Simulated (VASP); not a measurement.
A run of VASP 6.6.1:

POSCAR

```
C
1.0
    1.7801417073     -1.7801417073      0.0000000000
    1.7801417073      0.0000000000     -1.7801417073
    8.0106376830      6.6755314025      6.6755314025
C
12
Direct
    0.5989500000      0.5989500000      0.2708666667
   -0.0260500000     -0.0260500000      0.1042000000
    0.2239500000      0.2239500000      0.4375333333
    0.4739500000      0.4739500000      0.7708666667
    0.8489500000      0.8489500000      0.6042000000
    0.0989500000      0.0989500000      0.9375333333
    0.5677000000      0.5677000000      0.3958666667
    0.9427000000      0.9427000000      0.2292000000
    0.1927000000      0.1927000000      0.5625333333
    0.4427000000      0.4427000000      0.8958666667
   -0.1823000000     -0.1823000000      0.7292000000
    0.3177000000      0.3177000000      0.0625333333
```

File INCAR.step1:

```
PREC = Accurate
ENCUT = 520
ISMEAR = 0
SIGMA = 0.05
LREAL = F
LASPH = T
NELM = 60
NBANDS = 36
GGA = PE
ALGO = Normal
EDIFF = 1E-4
LWAVE = T
LCHARG = F
```

Contents of INCAR.step2:

```
PREC = Accurate
ENCUT = 520
EDIFF = 1E-6
ISMEAR = 0
SIGMA = 0.05
LREAL = F
LASPH = T
NELM = 60
ALGO = Normal
ISIF = 2
LWAVE = F
LCHARG = F
METAGGA = R2SCAN
LMIXTAU = T
NBANDS = 36
ISTART = 1
```

KPOINTS

```
regular mesh
0
Gamma
  10 10 2
```

Potentials or basis: VASP PAW PBE potentials, release 64 (C).

Launch:

```console
$ cat potpaw_PBE.64/C/POTCAR > POTCAR
$ cp INCAR.step1 INCAR
$ mpirun -np 1 vasp_std > vasp.out
$ cp INCAR.step2 INCAR
$ mpirun -np 1 vasp_std > vasp.out
```

Hardware: 1 thread of Intel Xeon 8259CL (shared host).

Q: Estimate the wall time of this run.

A: Wall time 11 min on 1 thread of Intel Xeon 8259CL, with other jobs on the host, peak memory 0.25 GiB. Counts: k points 62.
